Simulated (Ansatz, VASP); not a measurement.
**Si: VASP beside Ansatz**

Contents of POSCAR:

```
Si
1.0
   -3.3254442900      3.3254442900      1.9223856600
    3.3254442900     -3.3254442900      1.9223856600
    3.3254442900      3.3254442900     -1.9223856600
Si
4
Direct
    0.8211989400      0.1788010600      0.0000000000
    0.1788010600      0.8211989400      0.0000000000
    0.8211989400      0.8211989400      0.6423978800
    0.1788010600      0.1788010600      0.3576021200
```

Contents of INCAR.step1:

```
SYSTEM = Si
  PREC = Accurate
  ENCUT = 520
  ISMEAR = -1
  SIGMA = 0.05
  LREAL = .FALSE.
  LASPH = .TRUE.
  NELM = 100
  NBANDS = 16
  GGA = PE
  ALGO = Normal
  EDIFF = 1E-4
  LWAVE = .TRUE.
  LCHARG = .FALSE.
```

Contents of INCAR.step2:

```
SYSTEM = Si
  PREC = Accurate
  ENCUT = 520
  EDIFF = 1E-7
  ISMEAR = -1
  SIGMA = 0.05
  LREAL = .FALSE.
  LASPH = .TRUE.
  NELM = 100
  ALGO = Normal
  ISIF = 2
  LWAVE = .FALSE.
  LCHARG = .FALSE.
  METAGGA = R2SCAN
  LMIXTAU = .TRUE.
  NBANDS = 16
  ISTART = 1
```

The input KPOINTS:

```
Automatic mesh
0
G
  8 8 8
  0 0 0
```

File input.yaml:

```yaml
crystal:
  lattice:
    - [-3.32544429, 3.32544429, 1.92238566]
    - [3.32544429, -3.32544429, 1.92238566]
    - [3.32544429, 3.32544429, -1.92238566]
  atoms:
    - { symbol: Si, position: [0.82119894, 0.17880106, 0.0] }
    - { symbol: Si, position: [0.17880106, 0.82119894, 0.0] }
    - { symbol: Si, position: [0.82119894, 0.82119894, 0.64239788] }
    - { symbol: Si, position: [0.17880106, 0.17880106, 0.35760212] }
hamiltonian:
  xc: r2scan
  pseudopotentials: { kind: paw }
kpoints:
  mp_grid: { grid: [8, 8, 8] }
scf:
  occupations: { method: fermi_dirac, width: 0.05 }
output:
  forces: true
  stress: true
  eigenvalues: true
  write_density: true
  write_potential: true
  elf: true
  volumetric_format: npy
```

Alike in both runs: task single point; functional r2SCAN; k mesh 8 × 8 × 8; occupations fermi-dirac, width 0.05 eV; no spin polarisation.

|  | VASP | Ansatz |
| --- | --- | --- |
| version | VASP 6.6.1 | Ansatz 0.2.0 |
| potentials or method | VASP PAW PBE potentials, release 64 (Si) | Ansatz PAW |
| plane-wave cutoff (eV) | 520 | 500 |
| valence electrons in the cell | 16 | 16 |

Ansatz gave:

- gap on the k mesh at the Fermi level (eV): 0.44
- least direct gap on the mesh (eV): 0.57
- pressure (GPa): 0.1
- traceless stress, the component that is largest in VASP (GPa): -0.03

Task: What did VASP give for the same quantities?

Result: gap on the k mesh at the Fermi level (eV): 0.46; least direct gap on the mesh (eV): 0.59; pressure (GPa): -0.1; traceless stress, the component that is largest in VASP (GPa): -0.06.

VASP's potentials were made for PBE, not for r2SCAN. The functional is the same, so the differences come from potentials, cutoffs and numerics.
